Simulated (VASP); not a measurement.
Input of a VASP 6.6.1 run:

The input INCAR:

```
SYSTEM = InAu3
PREC = Accurate
ENCUT = 520
EDIFF = 1E-6
ISMEAR = -1
SIGMA = 0.05
LREAL = .False.
LASPH = .True.
NELM = 100
ALGO = Normal
ISIF = 2
LWAVE = .False.
LCHARG = .True.
GGA = PS
LELF = .True.
LVHAR = .True.
NBANDS = 31
```

KPOINTS

```
regular mesh
0
Gamma
  10 10 3
  0 0 0
```

File POSCAR:

```
InAu3
1.0
    3.1605898000      0.0000000000      0.0000000000
   -1.5802949000      2.7371510577      0.0000000000
    0.0000000000      0.0000000000      9.0575750000
Au In
3 1
Direct
    0.3333333333      0.6666666667      0.7516050000
    0.3333333333      0.6666666667      0.2483950000
    0.6666666667      0.3333333333      0.5000000000
    0.6666666667      0.3333333333      0.0000000000
```

Potentials or basis: VASP PAW PBE potentials, release 64 (Au, In_d).

Launch:

```sh
$ cat potpaw_PBE.64/Au/POTCAR potpaw_PBE.64/In_d/POTCAR > POTCAR
$ mpirun -np 1 vasp_std > vasp.out
```

Task: Estimate the largest force.

Result: 0.205 eV/Å.

Task: Estimate the pressure.

Result: -7.4 GPa.

Forces on the atoms (eV/Å):
```
Au   0.000  0.000 -0.205
Au   0.000  0.000  0.205
Au   0.000  0.000  0.000
In   0.000  0.000  0.000
```

Caveat: the cell stands under tension; the PAW data sets were made with another functional, which shifts forces and pressure a little.
